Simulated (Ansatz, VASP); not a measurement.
## One calculation of Tl, two programs

```
CELL_PARAMETERS angstrom
3.50864 0.00000 0.00000
-1.75432 3.03857 0.00000
0.00000 0.00000 11.26560
ATOMIC_POSITIONS crystal
Tl 0.66667 0.33333 0.75000
Tl 0.00000 0.00000 0.50000
Tl 0.33333 0.66667 0.25000
Tl 0.00000 0.00000 0.00000
```

Alike in both runs: functional PBEsol; k mesh 9 × 9 × 3; occupations fermi-dirac, width 0.05 eV; no spin polarisation.

|  | VASP | Ansatz |
| --- | --- | --- |
| version | VASP 6.6.1 | Ansatz 0.2.0 |
| potentials or method | VASP PAW PBE potentials, release 64 (Tl_d) | Ansatz PAW |
| plane-wave cutoff (eV) | 520 | 420 |
| valence electrons in the cell | 52 | 52 |
| task | single point | band structure |

```csv
,VASP,Ansatz,Ansatz less VASP
gap on the k mesh at the Fermi level (eV),none,none,-
pressure (GPa),-1.8,-1.7,+0.07
"traceless stress, the component that is largest in VASP (GPa)",-0.07,-0.06,+0.007
```

VASP's potentials were made for PBE, not for PBEsol. A gap of «none» marks a metal or a gap that the smearing closes.

Neither program's run includes spin-orbit coupling.
